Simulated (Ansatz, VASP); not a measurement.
MgCd2O3 in VASP and in Ansatz

```
Mg Cd O
1.0
    -1.64259    1.64259    6.92364
     1.64259   -1.64259    6.92364
     1.64259    1.64259   -6.92364
Mg Cd O
1 2 3
Direct
  0.50000 0.50000 0.00000
  0.83461 0.83461 0.00000
  0.16539 0.16539 0.00000
  0.00000 0.00000 0.00000
  0.65619 0.65619 0.00000
  0.34381 0.34381 0.00000
```

Alike in both runs: task single point; functional PBE; k mesh 8 × 8 × 8; occupations gaussian, width 0.1 eV; no spin polarisation.

|  | VASP | Ansatz |
| --- | --- | --- |
| version | VASP 6.6.1 | Ansatz 0.2.0 |
| potentials or method | VASP PAW PBE potentials, release 64 (Mg, Cd, O), cutoff 520 eV | scalar-relativistic, plane waves, PAW |
| valence electrons in the cell | 44 | 68 |

Ansatz gave:

```
gap on the k mesh at the Fermi level (eV)                     : 0.30
least direct gap on the mesh (eV)                             : 1.19
pressure (GPa)                                                : 0.0
traceless stress, the component that is largest in VASP (GPa) : -0.03
rms of the force components (eV/Å)                            : 0.002
```

Q: What did VASP give for the same quantities?

A: gap on the k mesh at the Fermi level (eV): 0.28; least direct gap on the mesh (eV): 1.16; pressure (GPa): 0.9; traceless stress, the component that is largest in VASP (GPa): -0.15; rms of the force components (eV/Å): 0.019.

Atom by atom the forces differ by 0.018 eV/Å (rms over components). VASP's potentials hold 44 valence electrons a cell and Ansatz's 68, so a difference there can come from the potentials and not from the codes.
